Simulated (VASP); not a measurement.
A run of VASP 6.6.1 is set up as follows.

INCAR

```
PREC = Accurate ; ENCUT = 520
EDIFF = 1E-6 ; ISMEAR = -1
SIGMA = 0.1 ; LREAL = False
LASPH = True ; NELM = 100
ALGO = Normal ; ISIF = 2
LWAVE = False ; LCHARG = False
NBANDS = 18
```

KPOINTS

```
Automatic mesh
0
Gamma
  13 13 7
```

File POSCAR:

```
Ta
1.0
    2.8385290280      0.0000000000      0.0000000000
   -1.4192645140      2.4582382476      0.0000000000
    0.0000000000      0.0000000000      5.0677100449
Ta
2
Direct
    0.6666666667      0.3333333333      0.7500000000
    0.3333333333      0.6666666667      0.2500000000
```

Potentials or basis: VASP PAW LDA potentials, release 64 (Ta_pv).

Command:

```sh
$ cat potpaw_LDA.64/Ta_pv/POTCAR > POTCAR
$ mpirun -np 1 vasp_std > vasp.out
```

Task: Estimate the pressure.

Result: 0.7 GPa.

Task: What does it give for the band gap on the k mesh?

Result: Zero (bands 11 and 12 overlap by 1.90 eV).

Caveat: spin-orbit coupling is left out, which moves the levels of the heavy elements.
